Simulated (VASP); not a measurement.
The system is MnO2.

```xyz
3
Lattice="2.8566 0.0000 0.0000 -1.4283 2.4739 0.0000 0.0000 0.0000 4.6014" Properties=species:S:1:pos:R:3 pbc="T T T"
Mn    0.0000    0.0000    2.3007
O     0.0000    1.6492    3.2499
O     1.4283    0.8246    1.3515
```

Base run:

| Item | Value |
| --- | --- |
| Program | VASP 6.6.1 |
| Functional | PBEsol |
| Potentials or basis | VASP PAW PBE potentials, release 64 (Mn_pv, O) |
| Cutoff | 520 eV |
| k mesh | 11 × 11 × 6 |
| Occupations | fermi-dirac, width 0.05 eV |
| Spin | collinear spin, ferromagnetic start |
| Starting moments | [4.0, 0.0, 0.0] μB |

Its results: band gap on the k mesh 0.70 eV, indirect (least direct gap 0.75 eV); pressure -1.3 GPa; net moment 3.00 μB per cell; site moments Mn +2.84; O +0.04 μB; largest force 0.081 eV/Å.

**Question.** After a change of settings the same cell gave: band gap on the k mesh 0.81 eV, indirect (least direct gap 0.87 eV); pressure 5.8 GPa; net moment 3.00 μB per cell; site moments Mn +2.83; O +0.04 μB; largest force 0.310 eV/Å. Which change was it?
A. functional from PBEsol to r2SCAN
B. occupations from fermi-dirac, width 0.05 eV to gaussian, width 0.1 eV; further incar settings from ALGO = Normal; EDIFF = 1e-06; NBANDS = 24 to ALGO = Normal; EDIFF = 1e-07; NBANDS = 24
C. functional from PBEsol to r2SCAN; k mesh from 11 × 11 × 6 to 6 × 6 × 4
D. functional from PBEsol to PBE; further incar settings from ALGO = Normal; EDIFF = 1e-06; NBANDS = 24 to ALGO = Normal; EDIFF = 1e-07; NBANDS = 24

**Answer.** D.

Caveats: a cell with one magnetic atom can't hold antiferromagnetic order, which such compounds often take; the PAW data sets were made with another functional, which shifts forces and pressure a little (some runs).
